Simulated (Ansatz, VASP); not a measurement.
**One calculation of HfSiO4, two programs**

File POSCAR:

```
HfSiO4
1.0
   -3.3895478473      3.3895478473      3.0753420139
    3.3895478473     -3.3895478473      3.0753420139
    3.3895478473      3.3895478473     -3.0753420139
Hf Si O
2 2 8
Direct
    0.0000000000      0.0000000000      0.0000000000
    0.7500000000      0.2500000000      0.5000000000
    0.2500000000      0.7500000000      0.5000000000
    0.5000000000      0.5000000000      0.0000000000
    0.1378694418      0.3191750468      0.8186943949
    0.0691750468      0.7504806519      0.6813056051
    0.0691750468      0.3878694418      0.3186943949
    0.5004806519      0.3191750468      0.1813056051
    0.6808249532      0.4995193481      0.8186943949
    0.6121305582      0.9308249532      0.6813056051
    0.2495193481      0.9308249532      0.3186943949
    0.6808249532      0.8621305582      0.1813056051
```

The input INCAR.step1:

```
SYSTEM = HfSiO4
PREC     = Accurate       ! precision mode
ENCUT    = 520            ! plane-wave cutoff, eV
ISMEAR   = 0              ! smearing method
SIGMA    = 0.01           ! smearing width, eV
LREAL    = .FALSE.        ! projectors in reciprocal space
LASPH    = .TRUE.         ! aspherical terms in the spheres
NELM     = 60             ! most SCF steps
NBANDS   = 50             ! bands
GGA      = PE             ! functional
ALGO     = Normal         ! electronic algorithm
EDIFF    = 1E-4           ! SCF threshold, eV
LWAVE    = .TRUE.         ! write WAVECAR
LCHARG   = .FALSE.        ! write CHGCAR
```

The input INCAR.step2:

```
SYSTEM = HfSiO4
PREC     = Accurate       ! precision mode
ENCUT    = 520            ! plane-wave cutoff, eV
EDIFF    = 1E-7           ! SCF threshold, eV
ISMEAR   = 0              ! smearing method
SIGMA    = 0.01           ! smearing width, eV
LREAL    = .FALSE.        ! projectors in reciprocal space
LASPH    = .TRUE.         ! aspherical terms in the spheres
NELM     = 60             ! most SCF steps
ALGO     = Normal         ! electronic algorithm
ISIF     = 2              ! what is computed and relaxed
LWAVE    = .FALSE.        ! write WAVECAR
LCHARG   = .FALSE.        ! write CHGCAR
METAGGA  = R2SCAN         ! meta-GGA
LMIXTAU  = .TRUE.       
NBANDS   = 50             ! bands
ISTART   = 1
```

File KPOINTS:

```
regular mesh
0
G
  6 6 6
  0 0 0
```

Input for Ansatz:

```yaml
crystal:
  lattice:
    - [-3.3895478473, 3.3895478473, 3.0753420139]
    - [3.3895478473, -3.3895478473, 3.0753420139]
    - [3.3895478473, 3.3895478473, -3.0753420139]
  atoms:
    - { symbol: Hf, position: [0.0, 0.0, 0.0] }
    - { symbol: Hf, position: [0.75, 0.25, 0.5] }
    - { symbol: Si, position: [0.25, 0.75, 0.5] }
    - { symbol: Si, position: [0.5, 0.5, 0.0] }
    - { symbol: O, position: [0.1378694418, 0.3191750468, 0.8186943949] }
    - { symbol: O, position: [0.0691750468, 0.7504806519, 0.6813056051] }
    - { symbol: O, position: [0.0691750468, 0.3878694418, 0.3186943949] }
    - { symbol: O, position: [0.5004806519, 0.3191750468, 0.1813056051] }
    - { symbol: O, position: [0.6808249532, 0.4995193481, 0.8186943949] }
    - { symbol: O, position: [0.6121305582, 0.9308249532, 0.6813056051] }
    - { symbol: O, position: [0.2495193481, 0.9308249532, 0.3186943949] }
    - { symbol: O, position: [0.6808249532, 0.8621305582, 0.1813056051] }
kpoints:
  mp_grid: { grid: [6, 6, 6] }
  band_path:
    path:
      - [0.0, 0.0, 0.0]
      - [0.0, 0.0, 0.5]
      - [-0.5, 0.5, 0.5]
      - [0.4557990254, 0.4557990254, -0.4557990254]
      - [-0.4557990254, 0.5442009746, 0.4557990254]
      - [0.25, 0.25, 0.25]
      - [0.0, 0.5, 0.0]
      - [0.1666666667, 0.1666666667, 0.1666666667]
      - [0.072917, 0.072917, -0.072917]
      - [0.1875, 0.3125, 0.25]
    npoints: 1
hamiltonian:
  xc: r2scan
scf:
  occupations: { method: fixed }
  n_extra_bands: 7
output:
  forces: true
  stress: true
  eigenvalues: true
```

Change from the starting cell: hydrostatic strain +3.0%.

Alike in both runs: task single point; functional r2SCAN; k mesh 6 × 6 × 6; no spin polarisation.

|  | VASP | Ansatz |
| --- | --- | --- |
| version | VASP 6.6.1 | Ansatz 0.2.0 |
| potentials or method | VASP PAW PBE potentials, release 64 (Hf_pv, Si, O) | plane waves, PAW |
| plane-wave cutoff (eV) | 520 | 500 |
| occupations | gaussian, width 0.01 eV | fixed |
| valence electrons in the cell | 76 | 108 |

|  | VASP | Ansatz | Ansatz less VASP |
| --- | --- | --- | --- |
| gap on the k mesh at the Fermi level (eV) | 5.43 | 5.49 | +0.061 |
| pressure (GPa) | -18.9 | -17.4 | +1.41 |
| traceless stress, the component that is largest in VASP (GPa) | -2.85 | -3.14 | -0.293 |
| rms of the force components (eV/Å) | 0.086 | 0.000 | -0.0856 |

VASP's potentials were made for PBE, not for r2SCAN. Atom by atom the forces differ by 0.086 eV/Å (rms over components). VASP's potentials hold 76 valence electrons a cell and Ansatz's 108, so a difference there can come from the potentials and not from the codes.

Neither program's run includes spin-orbit coupling.
